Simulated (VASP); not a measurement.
# CO2 (P4_12_12) in VASP: a series of runs, part 2 of 2

VASP 6.6.1. Earlier steps stand in the parts before.

### Step 4. Electric field gradients, PBE

The input, INCAR:

```
SYSTEM = CO2
PREC = Accurate
ENCUT = 520
EDIFF = 1E-8
ISMEAR = -1
SIGMA = 0.02
LREAL = .False.
LASPH = .True.
NELM = 60
ALGO = Normal
ISIF = 2
LWAVE = .False.
LCHARG = .False.
GGA = PE
LEFG = .True.
NBANDS = 44
```

The input, KPOINTS:

```
Automatic mesh
0
Gamma
  5 5 4
  0 0 0
```

The input, POSCAR:

```
CO2
1.0
    5.0693110000      0.0000000000      0.0000000000
    0.0000000000      5.0693110000      0.0000000000
    0.0000000000      0.0000000000      7.2320250000
C O
4 8
Direct
    0.9887920000      0.0112080000      0.7500000000
    0.0112080000      0.9887920000      0.2500000000
    0.5112080000      0.5112080000      0.5000000000
    0.4887920000      0.4887920000      0.0000000000
    0.6749860000      0.3476070000      0.4926710000
    0.3250140000      0.6523930000      0.9926710000
    0.8476070000      0.8250140000      0.2426710000
    0.1523930000      0.1749860000      0.7426710000
    0.6523930000      0.3250140000      0.0073290000
    0.3476070000      0.6749860000      0.5073290000
    0.8250140000      0.8476070000      0.7573290000
    0.1749860000      0.1523930000      0.2573290000
```

Potentials or basis: VASP PAW PBE potentials, release 64 (C, O).

Started as:

```bash
cat potpaw_PBE.64/C/POTCAR potpaw_PBE.64/O/POTCAR > POTCAR
mpirun -np 1 vasp_std > vasp.out
```

OUTCAR:

```text
SYSTEM = CO2
   PREC = Accurate
   ENCUT = 520
   EDIFF = 1E-8
   ISMEAR = -1
   LREAL = .False.
   LASPH = .True.
   NELM = 60
   ISIF = 2
   GGA = PE

 ion  position               nearest neighbor table
   1  0.989  0.011  0.750-   8 1.17  11 1.17
   2  0.011  0.989  0.250-   7 1.17  12 1.17
   3  0.511  0.511  0.500-   5 1.17  10 1.17
   4  0.489  0.489  0.000-   6 1.17   9 1.17
   5  0.675  0.348  0.493-   3 1.17
   6  0.325  0.652  0.993-   4 1.17
   7  0.848  0.825  0.243-   2 1.17
   8  0.152  0.175  0.743-   1 1.17
   9  0.652  0.325  0.007-   4 1.17
  10  0.348  0.675  0.507-   3 1.17
  11  0.825  0.848  0.757-   1 1.17
  12  0.175  0.152  0.257-   2 1.17

[... 1114 lines left out ...]
----------------------------------------------------------------------
 ion       V_xx      V_yy      V_zz     asymmetry (V_yy - V_xx)/ V_zz
----------------------------------------------------------------------
   1      25.047    23.976   -49.023       0.022
   2      25.047    23.976   -49.023       0.022
   3      25.047    23.976   -49.023       0.022
   4      25.047    23.976   -49.023       0.022
   5     -38.904   -32.812    71.716       0.085
   6     -38.904   -32.812    71.716       0.085
   7     -38.904   -32.812    71.716       0.085
   8     -38.904   -32.812    71.716       0.085
   9     -38.904   -32.812    71.716       0.085
  10     -38.904   -32.812    71.716       0.085
  11     -38.904   -32.812    71.716       0.085
  12     -38.904   -32.812    71.716       0.085
----------------------------------------------------------------------

           NMR quadrupolar parameters

 Cq : quadrupolar parameter    Cq=e*Q*V_zz/h
 eta: asymmetry parameters     (V_yy - V_xx)/ V_zz
 Q  : nuclear electric quadrupole moment in mb (millibarn)
----------------------------------------------------------------------
 ion       Cq(MHz)       eta       Q (mb)
----------------------------------------------------------------------
   1      -0.119       0.022       1.000
   2      -0.119       0.022       1.000
   3      -0.119       0.022       1.000
   4      -0.119       0.022       1.000
   5       0.173       0.085       1.000
   6       0.173       0.085       1.000
   7       0.173       0.085       1.000
   8       0.173       0.085       1.000
   9       0.173       0.085       1.000
  10       0.173       0.085       1.000
  11       0.173       0.085       1.000
  12       0.173       0.085       1.000
----------------------------------------------------------------------
```

OSZICAR:

```text
N       E                     dE             d eps       ncg     rms          rms(c)
DAV:   1     0.427562991836E+03    0.42756E+03   -0.33437E+04  1592   0.132E+03
DAV:   2    -0.653845982688E+02   -0.49295E+03   -0.48057E+03  2064   0.319E+02
DAV:   3    -0.979738265343E+02   -0.32589E+02   -0.32350E+02  1852   0.867E+01
DAV:   4    -0.984031609551E+02   -0.42933E+00   -0.42748E+00  1836   0.110E+01
DAV:   5    -0.984102801745E+02   -0.71192E-02   -0.71175E-02  1824   0.138E+00    0.189E+01
DAV:   6    -0.925627150953E+02    0.58476E+01   -0.18133E+01  1804   0.225E+01    0.867E+00
DAV:   7    -0.921680592552E+02    0.39466E+00   -0.94800E-01  1824   0.536E+00    0.486E+00
DAV:   8    -0.920581992931E+02    0.10986E+00   -0.67854E-01  1748   0.383E+00    0.103E+00
DAV:   9    -0.920426592589E+02    0.15540E-01   -0.48142E-02  1728   0.122E+00    0.406E-01
DAV:  10    -0.920431210565E+02   -0.46180E-03   -0.12152E-02  1856   0.492E-01    0.850E-02
DAV:  11    -0.920434195403E+02   -0.29848E-03   -0.32411E-04  1704   0.101E-01    0.346E-02
DAV:  12    -0.920434898803E+02   -0.70340E-04   -0.56718E-05  1768   0.429E-02    0.863E-03
DAV:  13    -0.920434902002E+02   -0.31983E-06   -0.72320E-06  1816   0.151E-02    0.267E-03
DAV:  14    -0.920434901419E+02    0.58323E-07   -0.10484E-06  1728   0.571E-03    0.121E-03
DAV:  15    -0.920434901849E+02   -0.43027E-07   -0.48023E-08  1668   0.122E-03    0.487E-04
DAV:  16    -0.920434902533E+02   -0.68431E-07   -0.15906E-08  1096   0.758E-04    0.142E-04
DAV:  17    -0.920434902416E+02    0.11675E-07   -0.14687E-09   824   0.228E-04    0.697E-05
DAV:  18    -0.920434902380E+02    0.36580E-08   -0.26985E-10   816   0.102E-04
   1 F= -.92043490E+02 E0= -.92043490E+02  d E =-.841453E-11
```

stdout:

```text
POSCAR found type information on POSCAR C O
 POSCAR found :  2 types and      12 ions
 scaLAPACK will be used
 LDA part: xc-table for (Slater+PW92), standard interpolation
 POSCAR, INCAR and KPOINTS ok, starting setup
 FFT: planning ... GRIDC
 FFT: planning ... GRID_SOFT
 FFT: planning ... GRID
 WAVECAR not read
 entering main loop
ion   1

ion   2

ion   3

ion   4

ion   5
     0.0000293     5.9369390    -0.3616030     2.3834245     0.3339830     0.0068863
     0.0000403     5.9369389    -0.3616030     2.3834244     0.3339830     0.0068863
     0.0000555     5.9369388    -0.3616030     2.3834243     0.3339830     0.0068863
     0.0000765     5.9369385    -0.3616030     2.3834242     0.3339830     0.0068863
[... 72 lines left out ...]
ion  12
     0.0000293    -5.9369390    -0.3616030     2.3834245    -0.3339830     0.0068863
     0.0000403    -5.9369389    -0.3616030     2.3834244    -0.3339830     0.0068863
     0.0000555    -5.9369388    -0.3616030     2.3834243    -0.3339830     0.0068863
     0.0000765    -5.9369385    -0.3616030     2.3834242    -0.3339830     0.0068863

     0.0000293   -35.6086542    -2.1980268    17.3125894    -2.1198497     0.0267372
     0.0000403   -35.6086466    -2.1980264    17.3125856    -2.1198493     0.0267372
     0.0000555   -35.6086337    -2.1980256    17.3125791    -2.1198485     0.0267372
     0.0000765   -35.6086121    -2.1980242    17.3125682    -2.1198472     0.0267372
```

It took 4.6 min on 1 thread of Intel Xeon Platinum 8375C at 2.90GHz (Ice Lake), shared host; peak memory 0.31 GiB.

What came out:

```yaml
Free_energy: -92.0435 eV
Pressure: 0.9 GPa
Largest_force: 0.039 eV/Å
Band_gap_on_the_k_mesh: 6.43 eV, direct
```

Forces on the atoms (eV/Å):
```
C    0.011 -0.011  0.000
C   -0.011  0.011  0.000
C   -0.011 -0.011  0.000
C    0.011  0.011  0.000
O   -0.029 -0.003  0.026
O    0.029  0.003  0.026
O   -0.003  0.029  0.026
O    0.003 -0.029  0.026
O    0.003  0.029 -0.026
O   -0.003 -0.029 -0.026
O    0.029 -0.003 -0.026
O   -0.029  0.003 -0.026
```

Levels at points of the mesh, in eV from the valence-band top:
```csv
k point,band 29,band 30,band 31,band 32,band 33,band 34,band 35,band 36
"(0.00, 0.00, 0.00)",-0.51,-0.24,-0.24,0.00,6.43,7.65,7.65,8.03
"(0.00, 0.00, 0.50)",-0.41,-0.41,-0.13,-0.13,7.38,7.38,7.86,7.86
```

Electric field gradients, principal values (V/Å²):
```
atom    least   middle  greatest (by size)
 1 C   23.976   25.047             -49.023
 2 C   23.976   25.047             -49.023
 3 C   23.976   25.047             -49.023
 4 C   23.976   25.047             -49.023
 5 O  -32.812  -38.904              71.716
 6 O  -32.812  -38.904              71.716
 7 O  -32.812  -38.904              71.716
 8 O  -32.812  -38.904              71.716
 9 O  -32.812  -38.904              71.716
10 O  -32.812  -38.904              71.716
11 O  -32.812  -38.904              71.716
12 O  -32.812  -38.904              71.716
```

Caveat: without QUAD_EFG the Cq values of the log hold for a quadrupole moment of 1 mb, not for the nuclei.

### Step 5. Electric field gradients, r2SCAN

POSCAR is that of step 4.

The input, INCAR.step1:

```
PREC = Accurate
ENCUT = 520
ISMEAR = -1
SIGMA = 0.02
LREAL = False
LASPH = True
NELM = 80
NBANDS = 44
GGA = PE
ALGO = Normal
EDIFF = 1E-4
LWAVE = True
LCHARG = False
```

The input, INCAR.step2:

```
PREC = Accurate
ENCUT = 520
EDIFF = 1E-8
ISMEAR = -1
SIGMA = 0.02
LREAL = False
LASPH = True
NELM = 80
ALGO = Normal
ISIF = 2
LWAVE = False
LCHARG = False
METAGGA = R2SCAN
LMIXTAU = True
LEFG = True
NBANDS = 44
ISTART = 1
```

The input, KPOINTS:

```
Automatic mesh
0
Gamma
  5 5 4
```

Potentials or basis: VASP PAW PBE potentials, release 64 (C, O).

Started as:

```bash
cat potpaw_PBE.64/C/POTCAR potpaw_PBE.64/O/POTCAR > POTCAR
cp INCAR.step1 INCAR
mpirun -np 1 vasp_std > vasp.out
cp INCAR.step2 INCAR
mpirun -np 1 vasp_std > vasp.out
```

OUTCAR:

```text
PREC = Accurate
   ENCUT = 520
   EDIFF = 1E-8
   ISMEAR = -1
   LREAL = False
   LASPH = True
   NELM = 80
   ISIF = 2
   METAGGA = R2SCAN
   ISTART = 1

 ion  position               nearest neighbor table
   1  0.989  0.011  0.750-   8 1.17  11 1.17
   2  0.011  0.989  0.250-   7 1.17  12 1.17
   3  0.511  0.511  0.500-   5 1.17  10 1.17
   4  0.489  0.489  0.000-   6 1.17   9 1.17
   5  0.675  0.348  0.493-   3 1.17
   6  0.325  0.652  0.993-   4 1.17
   7  0.848  0.825  0.243-   2 1.17
   8  0.152  0.175  0.743-   1 1.17
   9  0.652  0.325  0.007-   4 1.17
  10  0.348  0.675  0.507-   3 1.17
  11  0.825  0.848  0.757-   1 1.17
  12  0.175  0.152  0.257-   2 1.17

  LATTYP: Found a simple tetragonal cell.
 ALAT       =     5.0693110000
 C/A-ratio  =     1.4266287864

  Lattice vectors:

 A1 = (   5.0693110000,   0.0000000000,   0.0000000000)
 A2 = (   0.0000000000,   5.0693110000,   0.0000000000)
 A3 = (   0.0000000000,   0.0000000000,   7.2320250000)

Analysis of symmetry for initial positions (statically):
=====================================================================
 Subroutine PRICEL returns:
 Original cell was already a primitive cell.

 Routine SETGRP: Setting up the symmetry group for a
 simple tetragonal supercell.

 Subroutine GETGRP returns: Found  8 space group operations
 (whereof  2 operations were pure point group operations)
 out of a pool of 16 trial point group operations.

The static configuration has the point symmetry C_2 .
 The point group associated with its full space group is D_4 .

Analysis of symmetry for dynamics (positions and initial velocities):
=====================================================================
 Subroutine PRICEL returns:
[... 1049 lines left out ...]
      3.42171      1.76213      3.56301        -0.564198      0.531560      0.063075
      1.64760      3.30718      7.17902         0.564198     -0.531560      0.063075
      4.29678      4.18225      1.75500         0.531560      0.564198      0.063075
      0.77253      0.88706      5.37102        -0.531560     -0.564198      0.063075
      3.30718      1.64760      0.05300        -0.531560      0.564198     -0.063075
      1.76213      3.42171      3.66902         0.531560     -0.564198     -0.063075
      4.18225      4.29678      5.47702         0.564198      0.531560     -0.063075
      0.88706      0.77253      1.86101        -0.564198     -0.531560     -0.063075
 -----------------------------------------------------------------------------------
    total drift:                               -0.000000      0.000000     -0.000000

  FREE ENERGIE OF THE ION-ELECTRON SYSTEM (eV)
  ---------------------------------------------------
  free  energy   TOTEN  =      -102.8565984290 eV

  energy  without entropy=     -102.8565984290  energy(sigma->0) =     -102.85659843

 Electric field gradients (V/A^2)
---------------------------------------------------------------------
 ion       V_xx      V_yy      V_zz      V_xy      V_xz      V_yz
---------------------------------------------------------------------
   1     -14.173   -14.173    28.346   -41.637     2.676     2.676
   2     -14.173   -14.173    28.346   -41.637    -2.676    -2.676
   3     -14.173   -14.173    28.346    41.637     2.676    -2.676
   4     -14.173   -14.173    28.346    41.637    -2.676     2.676
   5      17.458    17.476   -34.934   -59.394    -3.636     3.737
   6      17.458    17.476   -34.934   -59.394     3.636    -3.737
   7      17.476    17.458   -34.934    59.394     3.737     3.636
   8      17.476    17.458   -34.934    59.394    -3.737    -3.636
   9      17.476    17.458   -34.934   -59.394     3.737    -3.636
  10      17.476    17.458   -34.934   -59.394    -3.737     3.636
  11      17.458    17.476   -34.934    59.394    -3.636    -3.737
  12      17.458    17.476   -34.934    59.394     3.636     3.737
---------------------------------------------------------------------

 Electric field gradients after diagonalization (V/A^2)
 (convention: |V_zz| > |V_xx| > |V_yy|)
----------------------------------------------------------------------
 ion       V_xx      V_yy      V_zz     asymmetry (V_yy - V_xx)/ V_zz
----------------------------------------------------------------------
   1      28.516    27.464   -55.980       0.019
   2      28.516    27.464   -55.980       0.019
   3      28.516    27.464   -55.980       0.019
   4      28.516    27.464   -55.980       0.019
   5     -41.928   -35.176    77.104       0.088
   6     -41.928   -35.176    77.104       0.088
   7     -41.928   -35.176    77.104       0.088
   8     -41.928   -35.176    77.104       0.088
   9     -41.928   -35.176    77.104       0.088
  10     -41.928   -35.176    77.104       0.088
  11     -41.928   -35.176    77.104       0.088
  12     -41.928   -35.176    77.104       0.088
----------------------------------------------------------------------

           NMR quadrupolar parameters

 Cq : quadrupolar parameter    Cq=e*Q*V_zz/h
 eta: asymmetry parameters     (V_yy - V_xx)/ V_zz
 Q  : nuclear electric quadrupole moment in mb (millibarn)
----------------------------------------------------------------------
 ion       Cq(MHz)       eta       Q (mb)
----------------------------------------------------------------------
   1      -0.135       0.019       1.000
   2      -0.135       0.019       1.000
   3      -0.135       0.019       1.000
   4      -0.135       0.019       1.000
   5       0.186       0.088       1.000
   6       0.186       0.088       1.000
   7       0.186       0.088       1.000
   8       0.186       0.088       1.000
   9       0.186       0.088       1.000
  10       0.186       0.088       1.000
  11       0.186       0.088       1.000
  12       0.186       0.088       1.000
----------------------------------------------------------------------
```

OSZICAR.step1:

```text
N       E                     dE             d eps       ncg     rms          rms(c)
DAV:   1     0.427562991836E+03    0.42756E+03   -0.33437E+04  1592   0.132E+03
DAV:   2    -0.653845982688E+02   -0.49295E+03   -0.48057E+03  2064   0.319E+02
DAV:   3    -0.979738265343E+02   -0.32589E+02   -0.32350E+02  1852   0.867E+01
DAV:   4    -0.984031609551E+02   -0.42933E+00   -0.42748E+00  1836   0.110E+01
DAV:   5    -0.984102801745E+02   -0.71192E-02   -0.71175E-02  1824   0.138E+00    0.189E+01
DAV:   6    -0.925627150953E+02    0.58476E+01   -0.18133E+01  1804   0.225E+01    0.867E+00
DAV:   7    -0.921680592552E+02    0.39466E+00   -0.94800E-01  1824   0.536E+00    0.486E+00
DAV:   8    -0.920581992931E+02    0.10986E+00   -0.67854E-01  1748   0.383E+00    0.103E+00
DAV:   9    -0.920426592589E+02    0.15540E-01   -0.48142E-02  1728   0.122E+00    0.406E-01
DAV:  10    -0.920431210565E+02   -0.46180E-03   -0.12152E-02  1856   0.492E-01    0.850E-02
DAV:  11    -0.920434188647E+02   -0.29781E-03   -0.31735E-04  1584   0.101E-01    0.344E-02
DAV:  12    -0.920434896898E+02   -0.70825E-04   -0.53795E-05  1144   0.431E-02
   1 F= -.92043490E+02 E0= -.92043490E+02  d E =-.857818E-11
```

It took 15 min on 1 thread of Intel Xeon Platinum 8375C at 2.90GHz (Ice Lake), shared host; peak memory 0.35 GiB.

Results:

- Free energy: -102.8566 eV
- Pressure: -2.4 GPa
- Largest force: 0.778 eV/Å
- Band gap on the k mesh: 7.05 eV, direct

Forces in eV/Å, atoms in the order of the input:
```
C    0.013 -0.013  0.000
C   -0.013  0.013  0.000
C   -0.013 -0.013  0.000
C    0.013  0.013  0.000
O   -0.564  0.532  0.063
O    0.564 -0.532  0.063
O    0.532  0.564  0.063
O   -0.532 -0.564  0.063
O   -0.532  0.564 -0.063
O    0.532 -0.564 -0.063
O    0.564  0.532 -0.063
O   -0.564 -0.532 -0.063
```

Electric field gradients, principal values (V/Å²):
| atom | least | middle | greatest (by size) |
| --- | --- | --- | --- |
| 1 C | 27.464 | 28.516 | -55.980 |
| 2 C | 27.464 | 28.516 | -55.980 |
| 3 C | 27.464 | 28.516 | -55.980 |
| 4 C | 27.464 | 28.516 | -55.980 |
| 5 O | -35.176 | -41.928 | 77.104 |
| 6 O | -35.176 | -41.928 | 77.104 |
| 7 O | -35.176 | -41.928 | 77.104 |
| 8 O | -35.176 | -41.928 | 77.104 |
| 9 O | -35.176 | -41.928 | 77.104 |
| 10 O | -35.176 | -41.928 | 77.104 |
| 11 O | -35.176 | -41.928 | 77.104 |
| 12 O | -35.176 | -41.928 | 77.104 |

Caveat: without QUAD_EFG the Cq values of the log hold for a quadrupole moment of 1 mb, not for the nuclei; the PAW data sets were made with another functional, which shifts forces and pressure a little. r2SCAN opens gaps a little over a GGA but as a rule still falls short of measured ones.
